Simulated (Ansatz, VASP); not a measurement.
One calculation of NbC2, two programs

```xyz
3
Lattice="3.4594 0.0000 0.0000 -1.7297 2.9960 0.0000 0.0000 0.0000 5.7295" Properties=species:S:1:pos:R:3 pbc="T T T"
Nb    0.0000    1.9973    0.0000
C     1.7297    0.9987    4.9781
C     1.7297    0.9987    0.7514
```

Change from the starting cell: species swapped into the WS2 type (P-6m2, No. 187).

Alike in both runs: functional PBE; k mesh 6 × 6 × 4; occupations gaussian, width 0.1 eV; no spin polarisation.

Ansatz relaxed the structure, and its values are those at the end. VASP's run is a single point on that final structure, the one shown.

|  | VASP | Ansatz |
| --- | --- | --- |
| version | VASP 6.6.1 | Ansatz 0.2.0 |
| potentials or method | VASP PAW PBE potentials, release 64 (Nb_sv, C), cutoff 520 eV | scalar-relativistic, plane waves, PAW |
| valence electrons in the cell | 21 | 21 |

|  | VASP | Ansatz | Ansatz less VASP |
| --- | --- | --- | --- |
| gap on the k mesh at the Fermi level (eV) | none | none | - |
| pressure (GPa) | 0.0 | 0.0 | +0.05 |
| rms of the force components (eV/Å) | 0.025 | 0.005 | -0.0197 |

A gap of «none» marks a metal or a gap that the smearing closes.
